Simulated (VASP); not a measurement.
**RbBr: relaxation of cell and atoms with PBE**

The system is RbBr.

```
CELL_PARAMETERS angstrom
3.39747 0.00000 0.00000
0.00000 3.39747 0.00000
0.00000 0.00000 3.39747
ATOMIC_POSITIONS crystal
Rb 0.00000 0.00000 0.00000
Br 0.50000 0.50000 0.50000
```

```
Program                : VASP 6.6.1
Task                   : relaxation of cell and atoms
Functional             : PBE
Potentials or basis    : VASP PAW PBE potentials, release 64 (Rb_sv, Br)
Cutoff                 : 600 eV
k mesh                 : 8 × 8 × 8
Occupations            : gaussian, width 0.02 eV
Spin                   : no spin polarisation
Target pressure        : 60 GPa
Dipole correction      : no
Further INCAR settings : ALGO = Normal; EDIFF = 1e-07; IBRION = 2; EDIFFG = -0.008; NSW = 70; ISIF = 3
```

```
Relaxed volume                                             : 17.92 Å³/atom
Relaxed cell                                               : a = 3.297 Å, b = 3.297 Å, c = 3.297 Å, α = 90.00°, β = 90.00°, γ = 90.00°
Space group after relaxing (to 0.1 Å)                      : Pm-3m (No. 221)
Energy change on relaxing (the run minimises the enthalpy) : +534.4 meV/atom
Ionic steps                                                : 7
Pressure after relaxing                                    : 60.0 GPa
Band gap on the k mesh                                     : 3.22 eV
```

Step by step:
```csv
step,energy change (eV),largest force (eV/Å),pressure (GPa),volume (Å³)
1,0.0000,0.0000,42.31,39.22
2,5.5557,0.0000,140.57,28.17
3,0.9594,0.0000,58.17,36.13
4,1.0491,0.0000,59.67,35.88
5,1.0733,0.0000,60.08,35.82
6,1.0583,0.0000,59.83,35.86
7,1.0689,0.0000,60.01,35.83
```

Final structure:
```
Rb Br
1.0
     3.29676    0.00000    0.00000
     0.00000    3.29676    0.00000
     0.00000    0.00000    3.29676
Rb Br
1 1
Cartesian
  0.0000 0.0000 3.2968
  1.6484 1.6484 1.6484
```

Levels at points of the mesh, in eV from the valence-band top:
```tsv
k point	band 5	band 6	band 7	band 8	band 9	band 10	band 11	band 12
(0.00, 0.00, 0.00)	-9.28	0.00	0.00	0.00	3.22	3.22	8.31	11.10
(0.50, 0.00, 0.00)	-8.71	-4.38	-1.23	-1.23	5.67	7.65	11.20	11.51
(0.50, 0.50, 0.00)	-8.51	-1.60	-1.60	-0.27	4.66	6.36	7.36	7.36
(0.50, 0.50, 0.50)	-10.35	-4.47	-4.47	-4.47	11.33	11.33	11.33	13.56
```

Wall time 2.7 min on 1 thread of Intel Xeon 8259CL, with other jobs on the host, peak memory 0.18 GiB.

Caveat: the cell is relaxed towards a set pressure, so the run minimises the enthalpy, not the energy. A k mesh can miss the band edges.
